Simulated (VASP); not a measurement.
# SbSeBr3 (P-6m2) in VASP: further runs

Runs on SbSeBr3. Level: PBE. Tasks: single point, relaxation of cell and atoms.

Program: VASP 6.6.1. These are calculated values, not measurements. Logs are shortened: lines on timing, memory, paths and dates and some standing lists are left out, and cuts for length are marked.

### Step 1. The cell of the first run

It takes space group P-6m2 (No. 187, hexagonal). Conventional cell: a = 5.101 Å, b = 5.101 Å, c = 7.050 Å, α = 90.00°, β = 90.00°, γ = 120.00°. Sb (site symmetry -6m2) has 3 Se at 2.95 Å and 2 Br at 3.52 Å within 3.9 Å. Se (site symmetry -6m2) has 3 Sb at 2.95 Å and 2 Br at 3.52 Å within 3.9 Å. Within 3.9 Å of Br (site symmetry -6m2) lie 6 Br at 2.95 Å and 2 Sb at 3.52 Å. Br (site symmetry -6m2) has 6 Br at 2.95 Å within 3.9 Å. Br (site symmetry -6m2) has 6 Br at 2.95 Å and 2 Se at 3.52 Å within 3.9 Å.

The cell was generated, and may not be a known phase.

### Step 2. Single point, PBE

INCAR reads:

```
SYSTEM = SbSeBr3
PREC = Accurate ; ENCUT = 520
EDIFF = 1E-6 ; ISMEAR = 0
SIGMA = 0.1 ; LREAL = .False.
LASPH = .True. ; NELM = 80
ALGO = Normal ; ISIF = 2
LWAVE = .False. ; LCHARG = .False.
GGA = PE ; NBANDS = 24
```

KPOINTS reads:

```
regular mesh
0
Gamma
  6 6 2
  0 0 0
```

POSCAR reads:

```
SbSeBr3
1.0
    5.1013342686      0.0000000000      0.0000000000
   -2.5506671343      4.4178850698      0.0000000000
    0.0000000000      0.0000000000      7.0499649098
Sb Se Br
1 1 3
Direct
    0.0000000000      0.0000000000      0.0000000000
    0.3333333333      0.6666666667      0.0000000000
    0.0000000000      0.0000000000      0.5000000000
    0.6666666667      0.3333333333      0.5000000000
    0.3333333333      0.6666666667      0.5000000000
```

Potentials or basis: VASP PAW PBE potentials, release 64 (Sb, Se, Br).

The run is started by

```console
$ cat potpaw_PBE.64/Sb/POTCAR potpaw_PBE.64/Se/POTCAR potpaw_PBE.64/Br/POTCAR > POTCAR
$ mpirun -np 1 vasp_std > vasp.out
```

OUTCAR:

```text
SYSTEM = SbSeBr3
   PREC = Accurate
   ENCUT = 520
   EDIFF = 1E-6
   ISMEAR = 0
   LREAL = .False.
   LASPH = .True.
   NELM = 80
   ISIF = 2
   GGA = PE

 ion  position               nearest neighbor table
   1  0.000  0.000  0.000-   2 2.95   2 2.95   2 2.95
   2  0.333  0.667  0.000-   1 2.95   1 2.95   1 2.95
   3  0.000  0.000  0.500-
   4  0.667  0.333  0.500-
   5  0.333  0.667  0.500-

  LATTYP: Found a hexagonal cell.
 ALAT       =     5.1013342686
 C/A-ratio  =     1.3819845042

  Lattice vectors:

 A1 = (   5.1013342686,   0.0000000000,   0.0000000000)
 A2 = (  -2.5506671343,   4.4178850698,   0.0000000000)
 A3 = (   0.0000000000,   0.0000000000,   7.0499649098)

Analysis of symmetry for initial positions (statically):
=====================================================================
 Subroutine PRICEL returns:
 Original cell was already a primitive cell.

 Routine SETGRP: Setting up the symmetry group for a
 hexagonal supercell.

 Subroutine GETGRP returns: Found 12 space group operations
 (whereof 12 operations were pure point group operations)
 out of a pool of 24 trial point group operations.

The static configuration has the point symmetry D_3h.

Analysis of symmetry for dynamics (positions and initial velocities):
=====================================================================
 Subroutine PRICEL returns:
 Original cell was already a primitive cell.

 Routine SETGRP: Setting up the symmetry group for a
 hexagonal supercell.

 Subroutine GETGRP returns: Found 12 space group operations
 (whereof 12 operations were pure point group operations)
 out of a pool of 24 trial point group operations.

The dynamic configuration has the point symmetry D_3h.

 Subroutine INISYM returns: Found 12 space group operations
 (whereof 12 operations are pure point group operations),
 and found     1 'primitive' translations

----------------------------------------------------------------------------------------

                                     Primitive cell

  volume of cell :     158.8858

  direct lattice vectors                    reciprocal lattice vectors
     5.101334269  0.000000000  0.000000000     0.196027146  0.113176326  0.000000000
    -2.550667134  4.417885070  0.000000000     0.000000000  0.226352652  0.000000000
     0.000000000  0.000000000  7.049964910     0.000000000  0.000000000  0.141844678

  length of vectors
     5.101334269  5.101334269  7.049964910     0.226352652  0.226352652  0.141844678

  position of ions in fractional coordinates (direct lattice)
     0.000000000  0.000000000  0.000000000
     0.333333333  0.666666667  0.000000000
     0.000000000  0.000000000  0.500000000
     0.666666667  0.333333333  0.500000000
     0.333333333  0.666666667  0.500000000

  ion indices of the primitive-cell ions
   primitive index   ion index
                 1           1
                 2           2
                 3           3
                 4           4
                 5           5

----------------------------------------------------------------------------------------

 KPOINTS: regular mesh

Automatic generation of k-mesh.
 Grid dimensions read from file:
 generate k-points for:    6    6    2

 Generating k-lattice:

  Cartesian coordinates                     Fractional coordinates (reciprocal lattice)
     0.032671191  0.018862721  0.000000000     0.166666667  0.000000000  0.000000000
     0.000000000  0.037725442  0.000000000     0.000000000  0.166666667  0.000000000
     0.000000000  0.000000000  0.070922339     0.000000000  0.000000000  0.500000000

  Length of vectors
     0.037725442  0.037725442  0.070922339

  Shift w.r.t. Gamma in fractional coordinates (k-lattice)
     0.000000000  0.000000000  0.000000000

 Subroutine IBZKPT returns following result:
 ===========================================

 Found     14 irreducible k-points:

 Following reciprocal coordinates:
            Coordinates               Weight
  0.000000  0.000000  0.000000      1.000000
  0.166667  0.000000  0.000000      6.000000
  0.333333  0.000000  0.000000      6.000000
  0.500000  0.000000  0.000000      3.000000
  0.166667  0.166667  0.000000      6.000000
  0.333333  0.166667  0.000000     12.000000
  0.333333  0.333333  0.000000      2.000000
  0.000000  0.000000  0.500000      1.000000
  0.166667  0.000000  0.500000      6.000000
  0.333333  0.000000  0.500000      6.000000
  0.500000  0.000000  0.500000      3.000000
  0.166667  0.166667  0.500000      6.000000
  0.333333  0.166667  0.500000     12.000000
  0.333333  0.333333  0.500000      2.000000
   k-points           NKPTS =     14   k-points in BZ     NKDIM =     14   number of bands    NBANDS=     24
   number of dos      NEDOS =    301   number of ions     NIONS =      5
   total plane-waves  NPLWV =  86400
   dimension x,y,z NGX =    40 NGY =   40 NGZ =   54
   dimension x,y,z NGXF=    80 NGYF=   80 NGZF=  108
   ions per type =               1   1   3
[... 40 lines left out ...]
  volume of cell :      158.89
 maximum number of plane-waves:      4311
 NGX is ok and might be reduce to    40
   NGX = 19   NGY = 19   NGZ = 27

 number of electron      32.0000002 magnetization

 Free energy of the ion-electron system (eV)
  ---------------------------------------------------
  ext. energy  EPLUGINS =         0.00000000
  ---------------------------------------------------
  free energy    TOTEN  =       -10.77068407 eV

  energy without entropy =      -10.76389733  energy(sigma->0) =      -10.76729070

 E-fermi :   2.2444     XC(G=0):  -8.4024

 val. band max:        2.2039399779   @ k =   0.5000   0.0000   0.5000
 cond. band min:       2.3280043649   @ k =   0.3333   0.0000   0.5000
 fundamental gap:      0.1240643870
 Fermi energy:         2.2443733579

 k-point     1 :       0.0000    0.0000    0.0000
  band No.  band energies     occupation
      1     -14.0143      2.00000
      2     -11.4615      2.00000
      3     -11.2260      2.00000
      4     -10.6043      2.00000
      5      -5.6511      2.00000
      6      -2.3970      2.00000
[... 16 lines left out ...]
     23       8.8406      0.00000
     24       8.8406      0.00000

 k-point     2 :       0.1667    0.0000    0.0000
  band No.  band energies     occupation
      1     -13.8672      2.00000
      2     -11.6119      2.00000
      3     -11.3668      2.00000
      4     -10.5248      2.00000
      5      -5.9874      2.00000
      6      -2.8458      2.00000
[... 16 lines left out ...]
     23       8.6188      0.00000
     24       9.2094      0.00000

 k-point     3 :       0.3333    0.0000    0.0000
  band No.  band energies     occupation
      1     -13.4470      2.00000
      2     -12.0931      2.00000
      3     -11.5994      2.00000
      4     -10.3403      2.00000
      5      -6.5890      2.00000
      6      -3.3816      2.00000
[... 16 lines left out ...]
     23       8.8289      0.00000
     24       9.4639      0.00000

 k-point     4 :       0.5000    0.0000    0.0000
  band No.  band energies     occupation
      1     -12.9264      2.00000
      2     -12.6730      2.00000
      3     -11.6869      2.00000
      4     -10.2321      2.00000
      5      -6.8741      2.00000
      6      -3.5628      2.00000
[... 16 lines left out ...]
     23       9.0624      0.00000
     24       9.3621      0.00000

 k-point     5 :       0.1667    0.1667    0.0000
  band No.  band energies     occupation
      1     -13.5833      2.00000
      2     -11.8592      2.00000
      3     -11.6298      2.00000
      4     -10.3902      2.00000
      5      -6.4411      2.00000
      6      -2.8085      2.00000
[... 181 lines left out ...]
 k-point    12 :       0.1667    0.1667    0.5000
  band No.  band energies     occupation
      1     -13.5780      2.00000
      2     -11.8565      2.00000
      3     -11.6219      2.00000
      4     -10.4239      2.00000
      5      -6.5097      2.00000
      6      -2.7823      2.00000
[... 16 lines left out ...]
     23       9.6771      0.00000
     24       9.9304      0.00000

 k-point    13 :       0.3333    0.1667    0.5000
  band No.  band energies     occupation
      1     -13.0646      2.00000
      2     -12.3577      2.00000
      3     -11.8709      2.00000
      4     -10.2629      2.00000
      5      -6.9316      2.00000
      6      -3.0428      2.00000
[... 16 lines left out ...]
     23       9.4846      0.00000
     24      10.2323      0.00000

 k-point    14 :       0.3333    0.3333    0.5000
  band No.  band energies     occupation
      1     -12.6991      2.00000
      2     -12.3698      2.00000
      3     -12.3221      2.00000
      4     -10.2034      2.00000
      5      -7.0628      2.00000
      6      -1.9705      2.00000
[... 16 lines left out ...]
     23      10.2692      0.00000
     24      10.3930      0.00000

------------------------ aborting loop because EDIFF is reached ----------------------------------------

  FORCE on cell =-STRESS in cart. coord.  units (eV):
  Direction    XX          YY          ZZ          XY          YZ          ZX
  --------------------------------------------------------------------------------------
  -------------------------------------------------------------------------------------
  Total        0.1605148      0.1605148      0.2659414     -0.0000000      0.0000000      0.0000000
  in kB        1.6186034      1.6186034      2.6817069     -0.0000000      0.0000000      0.0000000
  external PRESSURE =       1.9729712 kB  Pullay stress =       0.0000000 kB

 VOLUME and BASIS-vectors are now :
 -----------------------------------------------------------------------------
  energy-cutoff  :      520.00
  volume of cell :      158.89
      direct lattice vectors                 reciprocal lattice vectors
     5.101334269  0.000000000  0.000000000     0.196027146  0.113176326  0.000000000
    -2.550667134  4.417885070  0.000000000     0.000000000  0.226352652  0.000000000
     0.000000000  0.000000000  7.049964910     0.000000000  0.000000000  0.141844678

 POSITION                                       TOTAL-FORCE (eV/Angst)
 -----------------------------------------------------------------------------------
      0.00000      0.00000      0.00000        -0.000000      0.000000      0.000000
     -0.00000      2.94526      0.00000         0.000000      0.000000      0.000000
      0.00000      0.00000      3.52498        -0.000000      0.000000      0.000000
      2.55067      1.47263      3.52498         0.000000     -0.000000      0.000000
     -0.00000      2.94526      3.52498        -0.000000      0.000000      0.000000
 -----------------------------------------------------------------------------------
    total drift:                                0.000000     -0.000000      0.000000

  FREE ENERGIE OF THE ION-ELECTRON SYSTEM (eV)
  ---------------------------------------------------
  free  energy   TOTEN  =       -10.7706840698 eV

  energy  without entropy=      -10.7638973287  energy(sigma->0) =      -10.76729070
```

Run time: 92 s. Hardware: 1 thread of Oxide Virtual Turin-like, shared host; peak memory 0.26 GiB.

What came out:

```yaml
Free_energy: -10.7707 eV
Pressure: 0.2 GPa
Band_gap_on_the_k_mesh: zero (bands 16 and 17 overlap by 1.10 eV)
```

Stress tensor (GPa, compression positive):
```
0.16 0.00 0.00
0.00 0.16 0.00
0.00 0.00 0.27
```

Caveat: the k points lie up to 0.45 Å⁻¹ apart, too coarse for converged energies and pressures of a metal; spin-orbit coupling is left out, which moves the levels of the heavy elements; this functional lacks dispersion, which binds layers or chains, so the pressure and a relaxed spacing across them are unreliable.

### Step 3. Single point, PBE

This run uses another cell than the first one, of 37.15 Å³/atom.

INCAR reads:

```
SYSTEM = SbSeBr3
ALGO     = Normal         ! electronic algorithm
EDIFF    = 1E-6           ! SCF threshold, eV
ENCUT    = 520            ! plane-wave cutoff, eV
GGA      = PE             ! functional
ISIF     = 2              ! what is computed and relaxed
ISMEAR   = 0              ! smearing method
LASPH    = .True.         ! aspherical terms in the spheres
LCHARG   = .True.         ! write CHGCAR
LELF     = .True.         ! ELF
LREAL    = .False.        ! projectors in reciprocal space
LVHAR    = .True.       
LWAVE    = .False.        ! write WAVECAR
NBANDS   = 24             ! bands
NELM     = 80             ! most SCF steps
PREC     = Accurate       ! precision mode
SIGMA    = 0.1            ! smearing width, eV
```

KPOINTS reads:

```
k-points
0
Gamma
  6 6 2
  0 0 0
```

POSCAR reads:

```
SbSeBr3
1.0
    4.7817909400      0.0000000000      0.0000000000
   -2.3908954700      4.1411524300      0.0000000000
    0.0000000000      0.0000000000      9.3813805900
Sb Se Br
1 1 3
Direct
    0.0000000000      0.0000000000      0.0000000000
    0.3333333300      0.6666666700      0.0000000000
    0.0000000000      0.0000000000      0.5000000000
    0.6666666700      0.3333333300      0.5000000000
    0.3333333300      0.6666666700      0.5000000000
```

Potentials or basis: VASP PAW PBE potentials, release 64 (Sb, Se, Br).

The run is started by

```console
$ cat potpaw_PBE.64/Sb/POTCAR potpaw_PBE.64/Se/POTCAR potpaw_PBE.64/Br/POTCAR > POTCAR
$ mpirun -np 1 vasp_std > vasp.out
```

It took 78 s on 1 thread of Oxide Virtual Turin-like, shared host; peak memory 0.27 GiB.

Results (log left out):

```yaml
Free_energy: -10.0008 eV
Pressure: 5.6 GPa
Band_gap_on_the_k_mesh: zero (bands 16 and 17 overlap by 1.25 eV)
```

Stress tensor (GPa, compression positive):
```
 8.44  0.00  0.00
 0.00  8.44  0.00
 0.00  0.00 -0.14
```

Levels at points of the mesh, in eV from the Fermi level:
```csv
k point,band 14,band 15,band 16,band 17,band 18,band 19
"(0.00, 0.00, 0.00)",-1.13,-1.10,1.04,1.04,1.52,2.90
"(0.50, 0.00, 0.00)",-1.63,-0.24,-0.24,-0.12,0.24,2.47
"(0.00, 0.00, 0.50)",-1.12,-1.10,1.04,1.04,1.46,2.90
"(0.50, 0.00, 0.50)",-1.61,-0.24,-0.24,-0.21,0.24,2.48
```

Caveat: the stress differs along the axes, from -0 to 8 GPa; spin-orbit coupling is left out, which moves the levels of the heavy elements; this functional lacks dispersion, which binds layers or chains, so the pressure and a relaxed spacing across them are unreliable.

### Step 4. Single point, PBE

This run uses another cell than the first one, of 31.92 Å³/atom.

INCAR reads:

```
PREC = Accurate
ENCUT = 520
EDIFF = 1E-7
ISMEAR = 0
SIGMA = 0.1
LREAL = False
LASPH = True
NELM = 80
ALGO = Normal
ISIF = 2
LWAVE = False
LCHARG = False
GGA = PE
NBANDS = 24
```

KPOINTS reads:

```
regular mesh
0
Gamma
  6 6 4
```

POSCAR reads:

```
SbSeBr3
1.0
    5.1346511750      0.0000000000      0.0000000000
   -2.5673255875      4.4467383571      0.0000000000
    0.0000000000      0.0000000000      6.9902747138
Sb Se Br
1 1 3
Direct
    0.0000000000      0.0000000000      0.0000000000
    0.3333333333      0.6666666667      0.0000000000
    0.0000000000      0.0000000000      0.5000000000
    0.6666666667      0.3333333333      0.5000000000
    0.3333333333      0.6666666667      0.5000000000
```

The run is started by

```console
$ cat potpaw_PBE.64/Sb/POTCAR potpaw_PBE.64/Se/POTCAR potpaw_PBE.64/Br/POTCAR > POTCAR
$ mpirun -np 1 vasp_std > vasp.out
```

Wall time 2.3 min (1 thread of Oxide Virtual Turin-like, shared host); peak memory 0.28 GiB.

It converged, with:

| Quantity | Value |
| --- | --- |
| Free energy | -10.7402 eV |
| Pressure | -0.2 GPa |
| Band gap on the k mesh | zero (bands 16 and 17 overlap by 1.07 eV) |

Stress tensor (GPa, compression positive):
```
-0.10  0.00  0.00
 0.00 -0.10  0.00
 0.00  0.00 -0.39
```

Levels at points of the mesh, in eV from the Fermi level:
```tsv
k point	band 12	band 13	band 14	band 15	band 16	band 17	band 18	band 19	band 20	band 21
(0.00, 0.00, 0.00)	-3.21	-2.14	-1.69	-0.68	0.68	0.68	1.62	1.62	1.68	4.82
(0.50, 0.00, 0.00)	-2.22	-2.05	-0.57	-0.38	-0.34	-0.25	0.83	1.30	2.61	5.06
(0.00, 0.00, 0.50)	-3.30	-2.49	-1.63	-1.26	0.61	0.61	0.65	1.61	1.61	5.91
(0.50, 0.00, 0.50)	-2.21	-1.73	-1.53	-0.56	-0.52	-0.38	-0.25	1.30	2.55	6.00
```

Caveat: spin-orbit coupling is left out, which moves the levels of the heavy elements; this functional lacks dispersion, which binds layers or chains, so the pressure and a relaxed spacing across them are unreliable.

### Step 5. Relaxation of cell and atoms, PBE

This run uses another cell than the first one, of 37.15 Å³/atom.

INCAR reads:

```
  PREC = Accurate
  ENCUT = 600
  EDIFF = 1E-7
  ISMEAR = 0
  SIGMA = 0.1
  LREAL = F
  LASPH = T
  NELM = 60
  ALGO = Normal
  ISIF = 3
  LWAVE = F
  LCHARG = F
  GGA = PE
  IBRION = 2
  NSW = 90
  EDIFFG = -0.04
```

KPOINTS reads:

```
regular mesh
0
Gamma
  6 6 2
```

POSCAR reads:

```
SbSeBr3
1.0
    4.7817909400      0.0000000000      0.0000000000
   -2.3908954700      4.1411524300      0.0000000000
    0.0000000000      0.0000000000      9.3813805900
Sb Se Br
1 1 3
Direct
    0.0000000000      0.0000000000      0.0000000000
    0.3333333300      0.6666666700      0.0000000000
    0.0000000000      0.0000000000      0.5000000000
    0.6666666700      0.3333333300      0.5000000000
    0.3333333300      0.6666666700      0.5000000000
```

The run is started by

```console
$ cat potpaw_PBE.64/Sb/POTCAR potpaw_PBE.64/Se/POTCAR potpaw_PBE.64/Br/POTCAR > POTCAR
$ mpirun -np 1 vasp_std > vasp.out
```

It took 36 min on 1 thread of Oxide Virtual Turin-like, shared host; peak memory 0.39 GiB.

Results (log left out):

| Quantity | Value |
| --- | --- |
| Free energy | -11.2709 eV |
| Relaxed volume | 29.78 Å³/atom |
| Relaxed cell | a = 5.445 Å, b = 5.445 Å, c = 5.799 Å, α = 90.00°, β = 90.00°, γ = 120.00° |
| Space group after relaxing (to 0.1 Å) | P-6m2 (No. 187) |
| Pressure after relaxing | 0.0 GPa |
| Band gap on the k mesh | zero (bands 16 and 17 overlap by 1.01 eV) |

Stress tensor (GPa, compression positive):
```
 0.12  0.00  0.00
 0.00  0.12  0.00
 0.00  0.00 -0.14
```

Final structure:
```
Sb Se Br
1.0
     5.44455    0.00000    0.00000
    -2.72227    4.71512    0.00000
     0.00000    0.00000    5.79932
Sb Se Br
1 1 3
Direct
  0.00000 0.00000 0.00000
  0.33333 0.66667 0.00000
  0.00000 0.00000 0.50000
  0.66667 0.33333 0.50000
  0.33333 0.66667 0.50000
```

Levels at points of the mesh, in eV from the Fermi level:
| k point | band 14 | band 15 | band 16 | band 17 | band 18 | band 19 |
| --- | --- | --- | --- | --- | --- | --- |
| (0.00, 0.00, 0.00) | -1.58 | 0.52 | 0.52 | 1.05 | 1.05 | 1.71 |
| (0.50, 0.00, 0.00) | -1.01 | -0.63 | -0.47 | 0.94 | 1.85 | 2.10 |
| (0.00, 0.00, 0.50) | -1.71 | -1.52 | 0.35 | 0.35 | 0.47 | 0.81 |
| (0.50, 0.00, 0.50) | -1.07 | -0.90 | -0.56 | -0.49 | -0.07 | 0.65 |

Caveat: the volume moved by over 15 % at a fixed basis, so the end points are rough; spin-orbit coupling is left out, which moves the levels of the heavy elements.

### Step 6. Summary

| task | cell | k mesh | cutoff (eV) | gap on the mesh (eV) | pressure (GPa) |
| --- | --- | --- | --- | --- | --- |
| single point | a = 5.101, b = 5.101, c = 7.050 Å, angles 90.0, 90.0, 120.0°, 5 atoms | 6 × 6 × 2 | 520 | none | 0.2 |
| single point | a = 4.782, b = 4.782, c = 9.381 Å, angles 90.0, 90.0, 120.0°, 5 atoms | 6 × 6 × 2 | 520 | none | 5.6 |
| single point | a = 5.135, b = 5.135, c = 6.990 Å, angles 90.0, 90.0, 120.0°, 5 atoms | 6 × 6 × 4 | 520 | none | -0.2 |
| relaxation of cell and atoms | relaxed from a = 4.782, b = 4.782, c = 9.381 Å, angles 90.0, 90.0, 120.0°, 5 atoms | 6 × 6 × 2 | 600 | none | 0.0 |

Alike in all rows: level PBE; potentials or basis VASP PAW PBE potentials, release 64 (Sb, Se, Br); no spin polarisation; smearing gaussian 0.1 eV.

Caveats: some runs use coarse meshes; spin-orbit coupling is left out, which moves the levels of the heavy elements; this functional lacks dispersion, which binds layers or chains, so the pressure and a relaxed spacing across them are unreliable (at least some runs); the stress differs along the axes, from -0 to 8 GPa (at least some runs); the volume moved by over 15 % at a fixed basis, so the end points are rough (at least some runs).

Absolute energies hang on the potentials; compare differences alone.

The gap in the log of VASP goes by the Fermi energy; the results here count the filled bands.